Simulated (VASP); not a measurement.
Set up this calculation in VASP 6.6.1, as the native input.

| Item | Value |
| --- | --- |
| Task | relaxation of the atoms |
| Functional | PBEsol |
| Potentials or basis | VASP PAW PBE potentials, release 64 (S, Mg) |
| Cutoff | 520 eV |
| k mesh | 6 × 6 × 4 |
| Occupations | fermi-dirac, width 0.05 eV |
| Spin | no spin polarisation |
| Dipole correction | no |
| Further INCAR settings | ALGO = Normal; EDIFF = 1e-06; IBRION = 2; EDIFFG = -0.01; NSW = 60 |

The structure of MgS lies in POSCAR:

```
MgS
1.0
    4.1153148549      0.0000000000      0.0000000000
   -2.0576574275      3.5639672090      0.0000000000
    0.0000000000      0.0000000000      6.4322941800
S Mg
2 2
Direct
    0.6666666667      0.3333333333      0.8792441500
    0.3333333333      0.6666666667      0.3792441500
    0.3333333333      0.6666666667      0.9957548500
    0.6666666667      0.3333333333      0.4957548500
```

One way to write it, as run:

INCAR

```
SYSTEM = MgS
PREC     = Accurate       ! precision mode
ENCUT    = 520            ! plane-wave cutoff, eV
EDIFF    = 1E-6           ! SCF threshold, eV
ISMEAR   = -1             ! smearing method
SIGMA    = 0.05           ! smearing width, eV
LREAL    = .FALSE.        ! projectors in reciprocal space
LASPH    = .TRUE.         ! aspherical terms in the spheres
NELM     = 80             ! most SCF steps
ALGO     = Normal         ! electronic algorithm
ISIF     = 2              ! what is computed and relaxed
LWAVE    = .FALSE.        ! write WAVECAR
LCHARG   = .FALSE.        ! write CHGCAR
GGA      = PS             ! functional
IBRION   = 2              ! ionic algorithm
NSW      = 60             ! ionic steps
EDIFFG   = -0.01          ! ionic threshold
```

KPOINTS

```
regular mesh
0
G
  6 6 4
  0 0 0
```

Potentials or basis: VASP PAW PBE potentials, release 64 (S, Mg).

Run with:

```sh
$ cat potpaw_PBE.64/S/POTCAR potpaw_PBE.64/Mg/POTCAR > POTCAR
$ mpirun -np 1 vasp_std > vasp.out
```

Results of the run:

| Property | Result |
| --- | --- |
| Energy gained by relaxing | 0.3 meV/atom |
| Ionic steps | 3 |
| Pressure after relaxing | -2.5 GPa |
| Band gap on the k mesh | 3.03 eV |

Caveat: the PAW data sets were made with another functional, which shifts forces and pressure a little.

Wall time 23 s on 1 thread of Intel(R) Xeon(R) Platinum 8488C (Sapphire Rapids), on a shared host, peak memory 0.22 GiB.
